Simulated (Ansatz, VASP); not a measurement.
**Re in VASP and in Ansatz**

```
CELL_PARAMETERS angstrom
2.76080 0.00000 0.00000
-1.38040 2.39092 0.00000
0.00000 0.00000 4.45820
ATOMIC_POSITIONS crystal
Re 0.66667 0.33333 0.75000
Re 0.33333 0.66667 0.25000
```

Alike in both runs: task single point; functional RPBE; dispersion D4; k mesh 11 × 11 × 6; occupations fermi-dirac, width 0.05 eV; no spin polarisation.

|  | VASP | Ansatz |
| --- | --- | --- |
| version | VASP 6.6.1 | Ansatz 0.2.0 |
| potentials or method | VASP PAW PBE potentials, release 64 (Re) | Ansatz PAW |
| plane-wave cutoff (eV) | 520 | 420 |
| valence electrons in the cell | 14 | 30 |

```csv
,VASP,Ansatz,Ansatz less VASP
gap on the k mesh at the Fermi level (eV),none,none,-
pressure (GPa),-3.5,-3.0,+0.58
"traceless stress, the component that is largest in VASP (GPa)",0.22,0.37,+0.151
```

VASP's potentials were made for PBE, not for RPBE. A gap of «none» marks a metal or a gap that the smearing closes. VASP's potentials hold 14 valence electrons a cell and Ansatz's 30, so a difference there can come from the potentials and not from the codes.

Neither program's run includes spin-orbit coupling.
